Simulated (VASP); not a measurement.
# I (C2/m) in VASP: further runs

The runs below take I through single point, relaxation of cell and atoms, with PBEsol+D3(BJ), PBEsol.

All numbers are computed with VASP 6.6.1; they aren't measurements. Logs are shortened: lines on timing, memory, paths and dates and some standing lists are left out, and cuts for length are marked.

### 1 The cell of the first run

The structure is monoclinic, space group C2/m (No. 12). The conventional cell has a = 5.077 Å, b = 7.413 Å, c = 2.880 Å, α = 90.00°, β = 124.24°, γ = 90.00°. I (site symmetry 2/m) has 2 I at 2.88 Å within 3.8 Å.

### 2 Single point, PBEsol+D3(BJ)

File INCAR:

```
SYSTEM = I
ALGO = Normal
EDIFF = 1E-6
ENCUT = 520
GGA = PS
ISIF = 2
ISMEAR = -1
IVDW = 12
LASPH = .True.
LCHARG = .False.
LREAL = .False.
LWAVE = .False.
NBANDS = 10
NELM = 60
PREC = Accurate
SIGMA = 0.05
```

File KPOINTS:

```
k-points
0
Gamma
  7 7 11
  0 0 0
```

File POSCAR:

```
I
1.0
    2.5383465792     -3.7066249365      0.0000000000
    2.5383465792      3.7066249365      0.0000000000
   -1.6208748370      0.0000000000      2.3810977968
I
1
Direct
    0.5000000000      0.5000000000      0.5000000000
```

Potentials or basis: VASP PAW PBE potentials, release 64 (I).

The run is started by

```sh
$ cat potpaw_PBE.64/I/POTCAR > POTCAR
$ mpirun -np 1 vasp_std > vasp.out
```

OUTCAR:

```text
SYSTEM = I
   EDIFF = 1E-6
   ENCUT = 520
   GGA = PS
   ISIF = 2
   ISMEAR = -1
   IVDW = 12
   LASPH = .True.
   LREAL = .False.
   NELM = 60
   PREC = Accurate
 IVDW          = 12

 ion  position               nearest neighbor table
   1  0.500  0.500  0.500-

  LATTYP: Found a base centered monoclinic cell.
 ALAT       =     5.0766931584
 B/A-ratio  =     1.4602517114
 C/A-ratio  =     0.5673826054
 COS(beta)  =    -0.5627202553

  Lattice vectors:

 A1 = (   2.5383465792,  -3.7066249365,   0.0000000000)
 A2 = (   2.5383465792,   3.7066249365,   0.0000000000)
 A3 = (  -1.6208748370,   0.0000000000,   2.3810977968)

Analysis of symmetry for initial positions (statically):
=====================================================================
 Subroutine PRICEL returns:
 Original cell was already a primitive cell.

 Routine SETGRP: Setting up the symmetry group for a
 base centered monoclinic supercell.

 Subroutine GETGRP returns: Found  4 space group operations
 (whereof  4 operations were pure point group operations)
 out of a pool of  4 trial point group operations.

The static configuration has the point symmetry C_2h.

Analysis of symmetry for dynamics (positions and initial velocities):
=====================================================================
 Subroutine PRICEL returns:
 Original cell was already a primitive cell.

 Routine SETGRP: Setting up the symmetry group for a
 base centered monoclinic supercell.

 Subroutine GETGRP returns: Found  4 space group operations
 (whereof  4 operations were pure point group operations)
 out of a pool of  4 trial point group operations.

The dynamic configuration has the point symmetry C_2h.

 Subroutine INISYM returns: Found  4 space group operations
 (whereof  4 operations are pure point group operations),
 and found     1 'primitive' translations

----------------------------------------------------------------------------------------

                                     Primitive cell

  volume of cell :      44.8061

  direct lattice vectors                    reciprocal lattice vectors
     2.538346579 -3.706624936  0.000000000     0.196978618 -0.134893605  0.134088438
     2.538346579  3.706624936  0.000000000     0.196978618  0.134893605  0.134088438
    -1.620874837  0.000000000  2.381097797     0.000000000  0.000000000  0.419974350

  length of vectors
     4.492468339  4.492468339  2.880427391     0.273818498  0.273818498  0.419974350

  position of ions in fractional coordinates (direct lattice)
     0.500000000  0.500000000  0.500000000

[... 81 lines left out ...]
   ISIF   =      2    stress and relaxation
   ISYM   =      2    0-nonsym 1-usesym 2-fastsym
   POTIM  = 0.5000    time-step for ionic-motion
   TEBEG  =    0.0;   TEEND  =   0.0 temperature during run
   PSTRESS=    0.0 pullay stress
   NELECT =       7.0000    total number of electrons
   NUPDOWN=      -1.0000    fix difference up-down
   EMIN   =  10.00;   EMAX   =-10.00  energy-range for DOS
   EFERMI =   0.00;   METHOD = LEGACY
   ISMEAR =    -1;   SIGMA  =   0.05  broadening in eV -4-tet -1-fermi 0-gaus
   EFERMI_NEDOS =   21; number of points for ismear=-14 and -15
   IALGO  =     38    algorithm
   IMIX   =      4    mixing-type and parameters
     AMIX     =   0.40;   BMIX     =  1.00
     AMIX_MAG =   1.60;   BMIX_MAG =  1.00
  volume/ion in A,a.u.               =      44.81       302.37
  Fermi-wavevector in a.u.,A,eV,Ry     =   0.881716  1.666201 10.577477  0.777423
  Thomas-Fermi vector in A             =   2.002249
   LORBIT       =      0    0 simple, 1 ext, 2 COOP (PROOUT), +10 PAW based schemes
   GGA     = PS    functional components
   LHFCALC =     F    Hartree Fock is set to
   AEXX    =    0.0000 exact exchange contribution
   IVDW    =    12    specifies the selected vdW correction
   LEPSILON=     F    determine dielectric tensor
   LRPA    =     F    only Hartree local field effects (RPA)
 non-spin polarized calculation
  energy-cutoff  :      520.00
  volume of cell :       44.81
 maximum number of plane-waves:      1223
 NGX is ok and might be reduce to    36
   NGX = 17   NGY = 17   NGZ = 11

 number of electron       7.0000000 magnetization

 Free energy of the ion-electron system (eV)
  ---------------------------------------------------
  ext. energy  EPLUGINS =         0.00000000
  ---------------------------------------------------
  free energy    TOTEN  =        -1.62153822 eV

  energy without entropy =       -1.61573676  energy(sigma->0) =       -1.61863749

 E-fermi :   2.0829     XC(G=0):  -7.9412

 val. band max:        2.0216551635   @ k =  -0.1429  -0.1429   0.4545
 cond. band min:       2.1077087594   @ k =   0.4286   0.4286   0.1818
 fundamental gap:      0.0860535959
 Fermi energy:         2.0829336812

 k-point     1 :       0.0000    0.0000    0.0000
  band No.  band energies     occupation
      1     -11.5636      2.00000
      2       0.5007      2.00000
      3       0.5193      2.00000
      4       5.9942      0.00000
      5       6.2355      0.00000
      6       9.8343      0.00000
      7      10.1408      0.00000
      8      12.6182      0.00000
      9      12.7157      0.00000
     10      17.7841      0.00000
[... 287 lines left out ...]
 k-point    24 :       0.1429    0.1429    0.0909
  band No.  band energies     occupation
      1     -11.2202      2.00000
      2      -0.9107      2.00000
      3       0.0949      2.00000
      4       4.7685      0.00000
      5       8.7125      0.00000
      6       8.7645      0.00000
      7      13.0455      0.00000
      8      14.1886      0.00000
      9      15.5210      0.00000
     10      15.9129      0.00000

 [... further k-points ...]

------------------------ aborting loop because EDIFF is reached ----------------------------------------

 Edisp (eV)   -0.27296

 E8    (eV) :    -0.1829

  FORCE on cell =-STRESS in cart. coord.  units (eV):
  Direction    XX          YY          ZZ          XY          YZ          ZX
  --------------------------------------------------------------------------------------
  -------------------------------------------------------------------------------------
  Total      -0.41452    -0.33432    -0.41269     0.00000     0.00000    -0.02988
  in kB     -14.82231   -11.95467   -14.75713     0.00000     0.00000    -1.06854
  external pressure =      -13.84 kB  Pullay stress =        0.00 kB

 VOLUME and BASIS-vectors are now :
 -----------------------------------------------------------------------------
  energy-cutoff  :      520.00
  volume of cell :       44.81
      direct lattice vectors                 reciprocal lattice vectors
     2.538346579 -3.706624936  0.000000000     0.196978618 -0.134893605  0.134088438
     2.538346579  3.706624936  0.000000000     0.196978618  0.134893605  0.134088438
    -1.620874837  0.000000000  2.381097797     0.000000000  0.000000000  0.419974350

 POSITION                                       TOTAL-FORCE (eV/Angst)
 -----------------------------------------------------------------------------------
      1.72791      0.00000      1.19055        -0.000000      0.000000      0.000000
 -----------------------------------------------------------------------------------
    total drift:                                0.000000      0.000000      0.000000

  FREE ENERGIE OF THE ION-ELECTRON SYSTEM (eV)
  ---------------------------------------------------
  free  energy   TOTEN  =        -1.8944948960 eV

  energy  without entropy=       -1.8886934354  energy(sigma->0) =       -1.89159417
```

stdout:

```text
POSCAR found type information on POSCAR I
 POSCAR found :  1 types and       1 ions
 scaLAPACK will be used
 -----------------------------------------------------------------------------
|                                                                             |
|                                                                             |
|     You enforced a specific xc type in the INCAR file but a different       |
|     I HOPE YOU KNOW WHAT YOU ARE DOING!                                     |
|                                                                             |
 -----------------------------------------------------------------------------

 LDA part: xc-table for (Slater+PW92), standard interpolation
 POSCAR, INCAR and KPOINTS ok, starting setup
 FFT: planning ... GRIDC
 FFT: planning ... GRID_SOFT
 FFT: planning ... GRID
 WAVECAR not read
 entering main loop
```

It took 94 s on 1 thread of Intel Xeon 8259CL, shared host; peak memory 0.23 GiB.

Results:

| Quantity | Value |
| --- | --- |
| Free energy | -1.8945 eV |
| Pressure | -1.4 GPa |
| Band gap on the k mesh | zero (an odd number of electrons rules out a gap without spin polarisation) |
| Dispersion energy per atom | -0.273 eV |

Caveat: three body term missing; the PAW data sets were made with another functional, which shifts forces and pressure a little; spin-orbit coupling is left out, which moves the levels of the heavy elements; an odd number of electrons without spin polarisation forces a metal; a magnetic or distorted state may lie lower.

### 3 Relaxation of cell and atoms, PBEsol

File INCAR:

```
SYSTEM = I
  PREC = Accurate
  ENCUT = 600
  EDIFF = 1E-6
  ISMEAR = -1
  SIGMA = 0.05
  LREAL = .FALSE.
  LASPH = .TRUE.
  NELM = 100
  ALGO = Normal
  ISIF = 3
  LWAVE = .FALSE.
  LCHARG = .FALSE.
  GGA = PS
  IBRION = 2
  NSW = 60
  EDIFFG = -0.01
```

File KPOINTS:

```
Automatic mesh
0
G
  7 7 11
  0 0 0
```

POSCAR is that of step 2.

Potentials or basis: VASP PAW PBE potentials, release 64 (I).

The run is started by

```sh
$ cat potpaw_PBE.64/I/POTCAR > POTCAR
$ mpirun -np 1 vasp_std > vasp.out
```

Wall time 17 min (1 thread of Intel Xeon 8259CL, shared host); peak memory 0.23 GiB.

Results (log left out):

```yaml
Free_energy: -1.6895 eV
Relaxed_volume: 37.75 Å³/atom
Relaxed_cell: a = 4.368 Å, b = 4.368 Å, c = 3.110 Å, α = 111.23°, β = 111.23°, γ = 117.42°
Space_group_after_relaxing_to_0.1_Å: C2/m (No. 12)
Energy_gained_by_relaxing: 67.9 meV/atom
Ionic_steps: 29
Pressure_after_relaxing: 0.0 GPa
Band_gap_on_the_k_mesh: zero (an odd number of electrons rules out a gap without spin polarisation)
```

Step by step:
| step | energy change (eV) | largest force (eV/Å) | pressure (GPa) | volume (Å³) |
| --- | --- | --- | --- | --- |
| 1 | 0.0000 | 0.0000 | -0.40 | 44.81 |
| 2 | -0.0015 | 0.0000 | -0.09 | 44.08 |
| 3 | -0.0018 | 0.0000 | 0.11 | 43.63 |
| 4 | -0.0026 | 0.0000 | 0.12 | 43.42 |
| 5 | -0.0047 | 0.0000 | 0.10 | 42.80 |
| 6 | -0.0088 | 0.0000 | 0.16 | 41.56 |
| 7 | -0.0175 | 0.0000 | 0.47 | 39.10 |
| 8 | -0.0219 | 0.0000 | 2.54 | 34.30 |
| 9 | -0.0242 | 0.0000 | 0.93 | 37.25 |
| 10 | -0.0265 | 0.0000 | 1.58 | 35.77 |
| 11 | -0.0281 | 0.0000 | 1.58 | 35.58 |
| 12 | -0.0310 | 0.0000 | 1.63 | 35.01 |
| 13 | -0.0332 | 0.0000 | 2.24 | 33.84 |
| 14 | 0.0127 | 0.0000 | 5.46 | 31.44 |
| 15 | -0.0335 | 0.0000 | 2.35 | 33.67 |
| 16 | -0.0400 | 0.0000 | 1.93 | 33.91 |
| 17 | -0.0526 | 0.0000 | 0.83 | 34.61 |
| 18 | -0.0530 | 0.0000 | 0.47 | 34.87 |
| 19 | -0.0532 | 0.0000 | 0.58 | 34.78 |
| 20 | -0.0553 | 0.0000 | 0.46 | 34.97 |
| 21 | -0.0604 | 0.0000 | 0.33 | 35.53 |
| 22 | -0.0661 | 0.0000 | 0.09 | 36.64 |
| 23 | -0.0663 | 0.0000 | -0.12 | 38.88 |
| 24 | -0.0676 | 0.0000 | -0.04 | 37.88 |
| 25 | -0.0676 | 0.0000 | 0.03 | 37.70 |
| 26 | -0.0679 | 0.0000 | -0.08 | 37.82 |
| 27 | -0.0679 | 0.0000 | -0.08 | 37.81 |
| 28 | -0.0679 | 0.0000 | 0.04 | 37.73 |
| 29 | -0.0679 | 0.0000 | 0.00 | 37.75 |

Final structure:
```
CELL_PARAMETERS angstrom
2.23802 -3.73287 -0.37231
2.23802 3.73287 -0.37231
-1.77345 0.00000 2.55449
ATOMIC_POSITIONS crystal
I 0.50000 0.50000 0.50000
```

Levels at points of the mesh, in eV from the Fermi level:
```tsv
k point	band 1	band 2	band 3	band 4	band 5	band 6	band 7
(0.00, 0.00, 0.00)	-14.03	-1.66	0.74	1.66	4.65	7.50	8.64
```

Caveat: the volume moved by over 15 % at a fixed basis, so the end points are rough; the PAW data sets were made with another functional, which shifts forces and pressure a little; spin-orbit coupling is left out, which moves the levels of the heavy elements; an odd number of electrons without spin polarisation forces a metal; a magnetic or distorted state may lie lower.

### 4 Relaxation of cell and atoms, PBEsol+D3(BJ)

File INCAR:

```
SYSTEM = I
  ALGO = Normal
  EDIFF = 1E-6
  EDIFFG = -0.01
  ENCUT = 600
  GGA = PS
  IBRION = 2
  ISIF = 3
  ISMEAR = -1
  IVDW = 12
  LASPH = .TRUE.
  LCHARG = .FALSE.
  LREAL = .FALSE.
  LWAVE = .FALSE.
  NELM = 60
  NSW = 60
  PREC = Accurate
  SIGMA = 0.05
```

File KPOINTS:

```
k-points
0
G
  7 7 11
  0 0 0
```

POSCAR is that of step 3.

The run is started by

```sh
$ cat potpaw_PBE.64/I/POTCAR > POTCAR
$ mpirun -np 1 vasp_std > vasp.out
```

Wall time 9.9 min (1 thread of Intel Xeon 8259CL, shared host); peak memory 0.24 GiB.

It converged, with:

```yaml
Free_energy: -2.0260 eV
Relaxed_volume: 34.40 Å³/atom
Relaxed_cell: a = 4.132 Å, b = 4.132 Å, c = 3.079 Å, α = 112.06°, β = 112.06°, γ = 114.53°
Space_group_after_relaxing_to_0.1_Å: Immm (No. 71)
Energy_gained_by_relaxing: 131.5 meV/atom
Ionic_steps: 27
Pressure_after_relaxing: 0.0 GPa
Band_gap_on_the_k_mesh: zero (an odd number of electrons rules out a gap without spin polarisation)
Dispersion_energy_per_atom: -0.351 eV
```

The path:
```
step  energy change (eV)  largest force (eV/Å)  pressure (GPa)  volume (Å³)
   1              0.0000                0.0000           -1.39        44.81
   2             -0.0125                0.0000           -0.12        42.34
   3             -0.0126                0.0000            0.00        42.14
   4             -0.0214                0.0000            0.01        41.18
   5             -0.0457                0.0000            0.31        38.35
   6             -0.0708                0.0000            2.24        32.97
   7             -0.0865                0.0000            0.84        32.79
   8             -0.0886                0.0000            0.51        32.72
   9             -0.0892                0.0000            0.04        32.57
  10             -0.1048                0.0000            0.16        32.52
  11             -0.1163                0.0000            0.48        32.44
  12             -0.1123                0.0000            1.86        32.19
  13             -0.1178                0.0000            1.02        32.32
  14             -0.1181                0.0000            0.84        32.36
  15             -0.1245                0.0000            0.35        33.07
  16             -0.1304                0.0000           -0.55        34.71
  17             -0.1290                0.0000            0.49        34.46
  18             -0.1314                0.0000           -0.16        34.61
  19             -0.1315                0.0000            0.01        34.43
  20             -0.1315                0.0000           -0.04        34.46
  21             -0.1315                0.0000           -0.06        34.45
  22             -0.1315                0.0000           -0.01        34.44
  23             -0.1315                0.0000            0.00        34.45
  24             -0.1315                0.0000            0.00        34.45
  25             -0.1315                0.0000           -0.04        34.44
  26             -0.1315                0.0000           -0.04        34.45
  27             -0.1315                0.0000           -0.01        34.40
```

Final structure:
```
I
1.0
     2.20423   -3.47551   -0.36503
     2.20423    3.47551   -0.36503
    -1.74836    0.00000    2.53493
I
1
Direct
  0.50000 0.50000 0.50000
```

Levels at points of the mesh, in eV from the Fermi level:
| k point | band 1 | band 2 | band 3 | band 4 | band 5 | band 6 | band 7 |
| --- | --- | --- | --- | --- | --- | --- | --- |
| (0.00, 0.00, 0.00) | -14.40 | -1.30 | 0.85 | 1.76 | 5.07 | 7.59 | 8.90 |

Caveat: the volume moved by over 15 % at a fixed basis, so the end points are rough; the PAW data sets were made with another functional, which shifts forces and pressure a little; spin-orbit coupling is left out, which moves the levels of the heavy elements; an odd number of electrons without spin polarisation forces a metal; a magnetic or distorted state may lie lower.

### 5 Overview

| task | level | cell | cutoff (eV) | gap on the mesh (eV) | pressure (GPa) | relaxed volume (Å³/atom) |
| --- | --- | --- | --- | --- | --- | --- |
| single point | PBEsol+D3(BJ) | as given | 520 | none | -1.4 | - |
| relaxation of cell and atoms | PBEsol | relaxed | 600 | none | 0.0 | 37.75 |
| relaxation of cell and atoms | PBEsol+D3(BJ) | relaxed | 600 | none | 0.0 | 34.40 |

Alike in all rows: potentials or basis VASP PAW PBE potentials, release 64 (I); no spin polarisation; k mesh 7 × 7 × 11; smearing fermi-dirac 0.05 eV.

Caveats: the PAW data sets were made with another functional, which shifts forces and pressure a little; spin-orbit coupling is left out, which moves the levels of the heavy elements; an odd number of electrons without spin polarisation forces a metal; a magnetic or distorted state may lie lower; the volume moved by over 15 % at a fixed basis, so the end points are rough (at least some runs); three body term missing (at least some runs).

Absolute energies hang on the potentials; compare differences alone.
